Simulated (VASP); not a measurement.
La:

```
La
1.0
     0.00000    2.42756    2.42756
     2.42756    0.00000    2.42756
     2.42756    2.42756    0.00000
La
1
Direct
  0.00000 0.00000 0.00000
```

This isn't the form of La at room conditions, which is double hcp.

| Quantity | Value |
| --- | --- |
| Program | VASP 6.6.1 |
| Task | relaxation of cell and atoms |
| Functional | PBE |
| Potentials or basis | VASP PAW PBE potentials, release 64 (La) |
| Cutoff | 600 eV |
| k mesh | 13 × 13 × 13 |
| Occupations | fermi-dirac, width 0.08 eV |
| Spin | no spin polarisation |

At the start: pressure 9.2 GPa; volume 28.61 Å³/atom.

Q: How do energy, volume and symmetry change on relaxing?

A: Over 4 steps the energy falls by 196.9 meV/atom and the volume is 36.95 Å³/atom (+29.1 %); space group Fm-3m (No. 225, to 0.1 Å) before and after.

The path:
```csv
step,energy change (eV),largest force (eV/Å),pressure (GPa),volume (Å³)
1,0.0000,0.0000,9.16,28.61
2,-0.1947,0.0000,0.68,35.94
3,-0.1968,0.0000,-0.14,37.16
4,-0.1969,0.0000,0.02,36.95
```

Final structure:
```
La
1.0
     0.00000    2.64349    2.64349
     2.64349    0.00000    2.64349
     2.64349    2.64349    0.00000
La
1
Direct
  0.00000 0.00000 0.00000
```

Caveat: the volume moved by over 15 % at a fixed basis, so the end points are rough.
